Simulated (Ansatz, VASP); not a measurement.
**Two plane-wave programs on Os**

```xyz
2
Lattice="2.7175 0.0000 0.0000 -1.3588 2.3534 0.0000 0.0000 0.0000 4.2845" Properties=species:S:1:pos:R:3 pbc="T T T"
Os    0.0000    1.5690    1.0711
Os    1.3588    0.7845    3.2133
```

Alike in both runs: task single point; functional LDA; k mesh 13 × 13 × 8; no spin polarisation.

|  | VASP | Ansatz |
| --- | --- | --- |
| version | VASP 6.6.1 | Ansatz 0.2.0 |
| potentials or method | VASP PAW LDA potentials, release 64 (Os), cutoff 520 eV | plane waves (420 eV) with PAW, scalar-relativistic |
| occupations | methfessel-paxton of order 1, width 1 eV | cold, width 1 eV |
| valence electrons in the cell | 16 | 32 |

```csv
,VASP,Ansatz,Ansatz less VASP
pressure (GPa),0.4,-0.8,-1.17
"traceless stress, the component that is largest in VASP (GPa)",0.30,0.98,+0.675
```

Ansatz warns that its potentials were made for another functional, while VASP's fit it. LDA's correlation is that of Perdew and Zunger in VASP and of Perdew and Wang (1992) in Ansatz. VASP's potentials hold 16 valence electrons a cell and Ansatz's 32, so a difference there can come from the potentials and not from the codes.

Neither program's run includes spin-orbit coupling.
